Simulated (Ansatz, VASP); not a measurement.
**One calculation of BeSe, two programs**

```xyz
2
Lattice="0.0000 2.5505 2.5505 2.5505 0.0000 2.5505 2.5505 2.5505 0.0000" Properties=species:S:1:pos:R:3 pbc="T T T"
Be    0.0000    0.0000    0.0000
Se    3.8257    3.8257    3.8257
```

Alike in both runs: task single point; functional PBEsol; k mesh 10 × 10 × 10; occupations gaussian, width 0.02 eV; no spin polarisation.

|  | VASP | Ansatz |
| --- | --- | --- |
| version | VASP 6.6.1 | Ansatz 0.2.0 |
| potentials or method | VASP PAW PBE potentials, release 64 (Be, Se), cutoff 600 eV | scalar-relativistic, plane waves, PAW |
| valence electrons in the cell | 8 | 18 |

```tsv
	VASP	Ansatz	Ansatz less VASP
gap on the k mesh at the Fermi level (eV)	2.41	2.43	+0.016
least direct gap on the mesh (eV)	4.41	4.41	-0.003
pressure (GPa)	1.7	1.3	-0.32
```

VASP's potentials were made for PBE, not for PBEsol. With one functional, cell and mesh, what is left measures potentials, basis and numerics. VASP's potentials hold 8 valence electrons a cell and Ansatz's 18, so a difference there can come from the potentials and not from the codes.
